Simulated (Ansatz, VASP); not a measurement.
## One calculation of Zr, two programs

```xyz
1
Lattice="-1.7865 1.7865 1.7865 1.7865 -1.7865 1.7865 1.7865 1.7865 -1.7865" Properties=species:S:1:pos:R:3 pbc="T T T"
Zr    0.0000    0.0000    0.0000
```

Alike in both runs: functional PBE; k mesh 13 × 13 × 13; occupations fermi-dirac, width 0.05 eV; no spin polarisation.

Ansatz relaxed the structure, and its values are those at the end. VASP's run is a single point on that final structure, the one shown.

|  | VASP | Ansatz |
| --- | --- | --- |
| version | VASP 6.6.1 | Ansatz 0.2.0 |
| potentials or method | VASP PAW PBE potentials, release 64 (Zr_sv) | PAW with Ansatz's default frozen-core files, scalar-relativistic |
| plane-wave cutoff (eV) | 520 | 420 |
| valence electrons in the cell | 12 | 12 |

```csv
,VASP,Ansatz,Ansatz less VASP
pressure (GPa),0.0,0.0,-0.03
```

With one functional, cell and mesh, what is left measures potentials, basis and numerics.
